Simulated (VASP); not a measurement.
# Si2C (P-6m2) in VASP: further runs

Si2C is run at these levels: PBE; tasks: single point.

Everything below comes from runs of VASP 6.6.1. Logs are shortened: lines on timing, memory, paths and dates and some standing lists are left out, and cuts for length are marked.

## 1. The cell of the first run

The structure is hexagonal, space group P-6m2 (No. 187). Conventional cell: a = 2.992 Å, b = 2.992 Å, c = 9.366 Å, α = 90.00°, β = 90.00°, γ = 120.00°. Within 2.5 Å of Si (site symmetry 3m) lie 3 C at 1.89 Å. Si (site symmetry -6m2) has 6 C at 2.51 Å and 8 Si at 2.60 to 2.99 Å within 3.3 Å. Si (site symmetry -6m2) has 12 Si at 2.71 to 2.99 Å and 2 C at 2.86 Å within 3.6 Å. C (site symmetry 3m) has 3 Si at 1.89 Å within 2.5 Å.

## 2. Single point, PBE

The input, INCAR:

```
SYSTEM = Si2C
PREC = Accurate
ENCUT = 520
EDIFF = 1E-7
ISMEAR = 0
SIGMA = 0.1
LREAL = .False.
LASPH = .True.
NELM = 100
ALGO = Normal
ISIF = 2
LWAVE = .False.
LCHARG = .False.
GGA = PE
NBANDS = 21
```

The input, KPOINTS:

```
regular mesh
0
Gamma
  6 6 2
  0 0 0
```

The input, POSCAR:

```
Si2C
1.0
    2.9915206998     -0.0000000032      0.0000000000
   -1.4957603471      2.5907329235      0.0000000000
    0.0000000000      0.0000000000      9.3661835304
Si C
4 2
Direct
    0.3333333333      0.6666666667      0.7772238067
    0.3333333333      0.6666666667      0.2227761933
    0.3333333333      0.6666666667      0.5000000000
    0.6666666667      0.3333333333      0.0000000000
    0.6666666667      0.3333333333      0.3048755122
    0.6666666667      0.3333333333      0.6951244878
```

Potentials or basis: VASP PAW PBE potentials, release 64 (Si, C).

The run is started by

```bash
$ cat potpaw_PBE.64/Si/POTCAR potpaw_PBE.64/C/POTCAR > POTCAR
$ mpirun -np 1 vasp_std > vasp.out
```

OUTCAR:

```text
SYSTEM = Si2C
   PREC = Accurate
   ENCUT = 520
   EDIFF = 1E-7
   ISMEAR = 0
   LREAL = .False.
   LASPH = .True.
   NELM = 100
   ISIF = 2
   GGA = PE

 ion  position               nearest neighbor table
   1  0.333  0.667  0.777-   6 1.89   6 1.89   6 1.89   3 2.60   4 2.71   4 2.71   4 2.71
   2  0.333  0.667  0.223-   5 1.89   5 1.89   5 1.89   3 2.60   4 2.71   4 2.71   4 2.71
   3  0.333  0.667  0.500-   5 2.51   6 2.51   5 2.51   6 2.51   5 2.51   6 2.51   1 2.60   2 2.60

   4  0.667  0.333  0.000-   1 2.71   2 2.71   1 2.71   2 2.71   1 2.71   2 2.71
   5  0.667  0.333  0.305-   2 1.89   2 1.89   2 1.89   3 2.51   3 2.51   3 2.51
   6  0.667  0.333  0.695-   1 1.89   1 1.89   1 1.89   3 2.51   3 2.51   3 2.51

  LATTYP: Found a hexagonal cell.
 ALAT       =     2.9915206998
 C/A-ratio  =     3.1309104868

  Lattice vectors:

 A1 = (   2.9915206998,  -0.0000000032,   0.0000000000)
 A2 = (  -1.4957603471,   2.5907329235,   0.0000000000)
 A3 = (   0.0000000000,   0.0000000000,   9.3661835304)

Analysis of symmetry for initial positions (statically):
=====================================================================
 Subroutine PRICEL returns:
 Original cell was already a primitive cell.

 Routine SETGRP: Setting up the symmetry group for a
 hexagonal supercell.

 Subroutine GETGRP returns: Found 12 space group operations
 (whereof 12 operations were pure point group operations)
 out of a pool of 24 trial point group operations.

The static configuration has the point symmetry D_3h.

Analysis of symmetry for dynamics (positions and initial velocities):
=====================================================================
 Subroutine PRICEL returns:
 Original cell was already a primitive cell.

 Routine SETGRP: Setting up the symmetry group for a
 hexagonal supercell.

 Subroutine GETGRP returns: Found 12 space group operations
 (whereof 12 operations were pure point group operations)
 out of a pool of 24 trial point group operations.

The dynamic configuration has the point symmetry D_3h.

 Subroutine INISYM returns: Found 12 space group operations
 (whereof 12 operations are pure point group operations),
 and found     1 'primitive' translations

----------------------------------------------------------------------------------------

                                     Primitive cell

  volume of cell :      72.5901

  direct lattice vectors                    reciprocal lattice vectors
     2.991520700 -0.000000003  0.000000000     0.334278148  0.192995579  0.000000000
    -1.495760347  2.590732924  0.000000000     0.000000000  0.385991158  0.000000000
     0.000000000  0.000000000  9.366183530     0.000000000  0.000000000  0.106767073

  length of vectors
     2.991520700  2.991520700  9.366183530     0.385991158  0.385991158  0.106767073

  position of ions in fractional coordinates (direct lattice)
     0.333333333  0.666666667  0.777223807
     0.333333333  0.666666667  0.222776193
     0.333333333  0.666666667  0.500000000
     0.666666667  0.333333333  0.000000000
     0.666666667  0.333333333  0.304875512
     0.666666667  0.333333333  0.695124488

  ion indices of the primitive-cell ions
   primitive index   ion index
                 1           1
                 2           2
                 3           3
                 4           4
                 5           5
                 6           6

----------------------------------------------------------------------------------------

 KPOINTS: regular mesh

Automatic generation of k-mesh.
 Grid dimensions read from file:
 generate k-points for:    6    6    2

 Generating k-lattice:

  Cartesian coordinates                     Fractional coordinates (reciprocal lattice)
     0.055713025  0.032165930  0.000000000     0.166666667 -0.000000000  0.000000000
     0.000000000  0.064331860  0.000000000     0.000000000  0.166666667  0.000000000
     0.000000000  0.000000000  0.053383536     0.000000000  0.000000000  0.500000000

  Length of vectors
     0.064331860  0.064331860  0.053383536

  Shift w.r.t. Gamma in fractional coordinates (k-lattice)
     0.000000000  0.000000000  0.000000000

 Subroutine IBZKPT returns following result:
 ===========================================

 Found     14 irreducible k-points:

 Following reciprocal coordinates:
            Coordinates               Weight
  0.000000  0.000000  0.000000      1.000000
  0.166667 -0.000000  0.000000      6.000000
  0.333333 -0.000000  0.000000      6.000000
  0.500000  0.000000  0.000000      3.000000
  0.166667  0.166667  0.000000      6.000000
  0.333333  0.166667  0.000000     12.000000
  0.333333  0.333333  0.000000      2.000000
  0.000000  0.000000  0.500000      1.000000
  0.166667 -0.000000  0.500000      6.000000
  0.333333 -0.000000  0.500000      6.000000
  0.500000  0.000000  0.500000      3.000000
  0.166667  0.166667  0.500000      6.000000
  0.333333  0.166667  0.500000     12.000000
  0.333333  0.333333  0.500000      2.000000
   k-points           NKPTS =     14   k-points in BZ     NKDIM =     14   number of bands    NBANDS=     21
   number of dos      NEDOS =    301   number of ions     NIONS =      6
   total plane-waves  NPLWV =  40320
   dimension x,y,z NGX =    24 NGY =   24 NGZ =   70
   dimension x,y,z NGXF=    48 NGYF=   48 NGZF=  140
   ions per type =               4   2
   NGX,Y,Z   is equivalent  to a cutoff of  13.34, 13.34, 12.42 a.u.
   NGXF,Y,Z  is equivalent  to a cutoff of  26.67, 26.67, 24.85 a.u.
 SYSTEM =  Si2C
   PREC   = accura    normal or accurate (medium, high low for compatibility)
   ISTART =      0    job   : 0-new  1-cont  2-samecut
   ICHARG =      2    charge: 1-file 2-atom 10-const
   ISPIN  =      1    spin polarized calculation?
   LNONCOLLINEAR =      F non collinear calculations
   LSORBIT =      F    spin-orbit coupling
   LASPH  =      T    aspherical Exc in radial PAW
   ENCUT  =  520.0 eV  38.22 Ry    6.18 a.u.   5.56  5.56 17.41*2*pi/ulx,y,z
   NELM   =    100;   NELMIN=  2; NELMDL= -5     # of ELM steps
   EDIFF  = 0.1E-06   stopping-criterion for ELM
   LREAL  =      F    real-space projection
   EDIFFG = 0.1E-05   stopping-criterion for IOM
   NSW    =      0    number of steps for IOM
   IBRION =     -1    ionic relax: 0-MD 1-quasi-New 2-CG
   NFREE  =      0    steps in history (QN), initial steepest desc. (CG)
   ISIF   =      2    stress and relaxation
   ISYM   =      2    0-nonsym 1-usesym 2-fastsym
   POTIM  = 0.5000    time-step for ionic-motion
   TEBEG  =    0.0;   TEEND  =   0.0 temperature during run
   PSTRESS=    0.0 pullay stress
   NELECT =      24.0000    total number of electrons
   NUPDOWN=      -1.0000    fix difference up-down
   EMIN   =  10.00;   EMAX   =-10.00  energy-range for DOS
   EFERMI =   0.00;   METHOD = LEGACY
   ISMEAR =     0;   SIGMA  =   0.10  broadening in eV -4-tet -1-fermi 0-gaus
   EFERMI_NEDOS =   21; number of points for ismear=-14 and -15
   IALGO  =     38    algorithm
   IMIX   =      4    mixing-type and parameters
     AMIX     =   0.40;   BMIX     =  1.00
     AMIX_MAG =   1.60;   BMIX_MAG =  1.00
  volume/ion in A,a.u.               =      12.10        81.64
  Fermi-wavevector in a.u.,A,eV,Ry     =   1.132017  2.139201 17.435344  1.281462
  Thomas-Fermi vector in A             =   2.268717
   LORBIT       =      0    0 simple, 1 ext, 2 COOP (PROOUT), +10 PAW based schemes
   GGA     = PE    functional components
   LHFCALC =     F    Hartree Fock is set to
   AEXX    =    0.0000 exact exchange contribution
   IVDW    =     0    specifies the selected vdW correction
   LEPSILON=     F    determine dielectric tensor
   LRPA    =     F    only Hartree local field effects (RPA)
 non-spin polarized calculation
 Gauss-broadening in eV      SIGMA  =   0.10
  energy-cutoff  :      520.00
  volume of cell :       72.59
 maximum number of plane-waves:      1991
 NGX is ok and might be reduce to    24
   NGX = 11   NGY = 11   NGZ = 35

 number of electron      24.0000000 magnetization

 Free energy of the ion-electron system (eV)
  ---------------------------------------------------
  ext. energy  EPLUGINS =         0.00000000
  ---------------------------------------------------
  free energy    TOTEN  =       -35.70697173 eV

  energy without entropy =      -35.69968431  energy(sigma->0) =      -35.70332802

 E-fermi :   9.0840     XC(G=0): -11.2646

 val. band max:        9.0656331527   @ k =   0.1667   0.1667   0.5000
 cond. band min:       9.2351539046   @ k =   0.5000   0.0000   0.5000
 fundamental gap:      0.1695207518
 Fermi energy:         9.0839560131

 k-point     1 :       0.0000    0.0000    0.0000
  band No.  band energies     occupation
      1      -6.7844      2.00000
      2      -6.2385      2.00000
      3      -2.9091      2.00000
      4       0.1505      2.00000
      5       0.9756      2.00000
      6       7.1125      2.00000
[... 13 lines left out ...]
     20      16.0617      0.00000
     21      16.8867      0.00000

 k-point     2 :       0.1667   -0.0000    0.0000
  band No.  band energies     occupation
      1      -6.2610      2.00000
      2      -5.7314      2.00000
      3      -2.3301      2.00000
      4       0.6765      2.00000
      5       1.5082      2.00000
      6       5.6480      2.00000
[... 13 lines left out ...]
     20      16.0032      0.00000
     21      16.6059      0.00000

 k-point     3 :       0.3333   -0.0000    0.0000
  band No.  band energies     occupation
      1      -4.7587      2.00000
      2      -4.2876      2.00000
      3      -0.6262      2.00000
      4       1.4289      2.00000
      5       2.2232      2.00000
      6       2.8262      2.00000
[... 13 lines left out ...]
     20      15.5524      0.00000
     21      16.2365      0.00000
[... 217 lines left out ...]
 k-point    13 :       0.3333    0.1667    0.5000
  band No.  band energies     occupation
      1      -3.3509      2.00000
      2      -3.1721      2.00000
      3       0.3778      2.00000
      4       0.7419      2.00000
      5       1.7869      2.00000
      6       2.2799      2.00000
[... 13 lines left out ...]
     20      15.6475      0.00000
     21      16.0902      0.00000

 k-point    14 :       0.3333    0.3333    0.5000
  band No.  band energies     occupation
      1      -2.2763      2.00000
      2      -2.1658      2.00000
      3       0.0029      2.00000
      4       0.4616      2.00000
      5       2.2218      2.00000
      6       2.4076      2.00000
[... 13 lines left out ...]
     20      16.2386      0.00000
     21      18.6064      0.00000

------------------------ aborting loop because EDIFF is reached ----------------------------------------

  FORCE on cell =-STRESS in cart. coord.  units (eV):
  Direction    XX          YY          ZZ          XY          YZ          ZX
  --------------------------------------------------------------------------------------
  -------------------------------------------------------------------------------------
  Total        0.0203368      0.0203368     -0.0671372      0.0000000      0.0000000      0.0000000
  in kB        0.4488654      0.4488654     -1.4818238      0.0000000      0.0000000      0.0000000
  external PRESSURE =      -0.1946977 kB  Pullay stress =       0.0000000 kB

 VOLUME and BASIS-vectors are now :
 -----------------------------------------------------------------------------
  energy-cutoff  :      520.00
  volume of cell :       72.59
      direct lattice vectors                 reciprocal lattice vectors
     2.991520700 -0.000000003  0.000000000     0.334278148  0.192995579  0.000000000
    -1.495760347  2.590732924  0.000000000     0.000000000  0.385991158  0.000000000
     0.000000000  0.000000000  9.366183530     0.000000000  0.000000000  0.106767073

 POSITION                                       TOTAL-FORCE (eV/Angst)
 -----------------------------------------------------------------------------------
      0.00000      1.72716      7.27962        -0.000000     -0.000000     -0.000954
      0.00000      1.72716      2.08656        -0.000000      0.000000      0.000954
      0.00000      1.72716      4.68309        -0.000000     -0.000000      0.000000
      1.49576      0.86358      0.00000        -0.000000     -0.000000      0.000000
      1.49576      0.86358      2.85552         0.000000      0.000000     -0.009851
      1.49576      0.86358      6.51066         0.000000      0.000000      0.009851
 -----------------------------------------------------------------------------------
    total drift:                               -0.000000      0.000000      0.000000

  FREE ENERGIE OF THE ION-ELECTRON SYSTEM (eV)
  ---------------------------------------------------
  free  energy   TOTEN  =       -35.7069717263 eV

  energy  without entropy=      -35.6996843127  energy(sigma->0) =      -35.70332802
```

Wall time 23 s (1 thread of Intel Xeon Platinum 8259CL at 2.50GHz (Skylake/Cascade Lake), shared host); peak memory 0.19 GiB.

What came out:

- Free energy: -35.7070 eV
- Pressure: 0.0 GPa
- Largest force: 0.010 eV/Å
- Band gap on the k mesh: zero (band 12 reaches 13.85 eV, above the bottom of band 13 at 7.33 eV)

Forces on the atoms (eV/Å):
```
Si   0.000  0.000 -0.001
Si   0.000  0.000  0.001
Si   0.000  0.000  0.000
Si   0.000  0.000  0.000
C    0.000  0.000 -0.010
C    0.000  0.000  0.010
```

Caveat: the k points lie up to 0.40 Å⁻¹ apart.

## 3. Single point, PBE

This run uses another cell than the first one, of 14.40 Å³/atom, 1.190 times its volume.

The input, INCAR:

```
SYSTEM = Si2C
ALGO     = Normal         ! electronic algorithm
EDIFF    = 1E-6           ! SCF threshold, eV
ENCUT    = 520            ! plane-wave cutoff, eV
GGA      = PE             ! functional
ISIF     = 2              ! what is computed and relaxed
ISMEAR   = 0              ! smearing method
LASPH    = .TRUE.         ! aspherical terms in the spheres
LCHARG   = .FALSE.        ! write CHGCAR
LREAL    = .FALSE.        ! projectors in reciprocal space
LWAVE    = .FALSE.        ! write WAVECAR
NBANDS   = 21             ! bands
NELM     = 100            ! most SCF steps
PREC     = Accurate       ! precision mode
SIGMA    = 0.1            ! smearing width, eV
```

The input, KPOINTS:

```
k-points
0
G
  6 6 2
  0 0 0
```

The input, POSCAR:

```
Si2C
1.0
    2.7395066700      0.0000000000      0.0000000000
   -1.3697533300      2.3724823700      0.0000000000
    0.0000000000      0.0000000000     13.2953734200
Si C
4 2
Direct
    0.3333333300      0.6666666700      0.8333333300
    0.3333333300      0.6666666700      0.1666666700
    0.3333333300      0.6666666700      0.5000000000
    0.6666666700      0.3333333300      0.0000000000
    0.6666666700      0.3333333300      0.3333333300
    0.6666666700      0.3333333300      0.6666666700
```

Potentials or basis: VASP PAW PBE potentials, release 64 (Si, C).

The run is started by

```bash
$ cat potpaw_PBE.64/Si/POTCAR potpaw_PBE.64/C/POTCAR > POTCAR
$ mpirun -np 1 vasp_std > vasp.out
```

Run time: 22 s. Hardware: 1 thread of Intel Xeon Platinum 8259CL at 2.50GHz (Skylake/Cascade Lake), shared host; peak memory 0.19 GiB.

It converged, with:

```
Free energy            : -28.1089 eV
Pressure               : -13.8 GPa
Largest force          : 1.489 eV/Å
Band gap on the k mesh : zero (band 12 reaches 10.52 eV, above the bottom of band 13 at 4.94 eV)
```

Forces on the atoms (eV/Å):
```
Si   0.000  0.000 -1.489
Si   0.000  0.000  1.489
Si   0.000  0.000  0.000
Si   0.000  0.000  0.000
C    0.000  0.000 -0.168
C    0.000  0.000  0.168
```

Stress tensor (GPa, compression positive):
```
-10.11   0.00   0.00
  0.00 -10.11   0.00
  0.00   0.00 -21.06
```

Levels at points of the mesh, in eV from the Fermi level:
```csv
k point,band 9,band 10,band 11,band 12,band 13,band 14,band 15,band 16
"(0.00, 0.00, 0.00)",-1.44,3.40,3.40,3.44,3.44,3.68,4.49,8.25
"(0.50, 0.00, 0.00)",-3.57,-3.42,-2.16,-1.19,-0.92,1.49,1.78,1.92
"(0.00, 0.00, 0.50)",0.83,1.77,3.40,3.40,3.44,3.44,5.79,7.81
"(0.50, 0.00, 0.50)",-4.02,-3.08,-2.07,-2.01,0.42,0.42,1.79,1.91
```

Caveat: the k points lie up to 0.44 Å⁻¹ apart; forces of over 1 eV/Å act on the atoms, so gaps and moduli don't describe the material at rest.
